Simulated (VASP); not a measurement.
A run of VASP 6.6.1:

INCAR

```
PREC = Accurate
ENCUT = 520
EDIFF = 1E-6
ISMEAR = -1
SIGMA = 0.1
LREAL = F
LASPH = T
NELM = 60
ALGO = Normal
ISIF = 2
LWAVE = F
LCHARG = T
GGA = PE
LELF = T
LVHAR = T
NBANDS = 72
```

Contents of KPOINTS:

```
regular mesh
0
Gamma
  3 2 3
```

The input POSCAR:

```
Hf12H
1.0
    6.4000000000      0.0000000000      0.0000000000
   -4.8000000000      8.3138440000      0.0000000000
    0.0000000000      0.0000000000      5.0624000000
Hf H
12 1
Direct
    0.0103093421     -0.0024417105     -0.0031803097
    0.1658268522      0.2348733029      0.4995259166
   -0.0010427522      0.3258179971     -0.0122274020
    0.1641794167      0.5409892223      0.4805823325
   -0.0000090094      0.6551963207      0.0053334387
    0.1724601567      0.8920302089      0.5039309418
    0.4991079959     -0.0143976721      0.0105483565
    0.6625051203      0.2214859937      0.4972937737
    0.5161701718      0.3413102291      0.0359315740
    0.6586358980      0.5524520306      0.5005333439
    0.4900723571      0.6718673095     -0.0010074273
    0.6772142163      0.8928481218      0.5171262642
    0.8453282084      0.7863751112      0.7360540455
```

Potentials or basis: VASP PAW PBE potentials, release 64 (Hf_pv, H).

The run is started by

```bash
$ cat potpaw_PBE.64/Hf_pv/POTCAR potpaw_PBE.64/H/POTCAR > POTCAR
$ mpirun -np 1 vasp_std > vasp.out
```

Hardware: 1 thread of Intel(R) Xeon(R) 6975P-C (Granite Rapids), on a shared host.

Estimate the wall time of this run.

It took 2.8 min on 1 thread of Intel(R) Xeon(R) 6975P-C (Granite Rapids), with other jobs on the host, peak memory 0.41 GiB. Counts: scf iterations 16, k points 10.
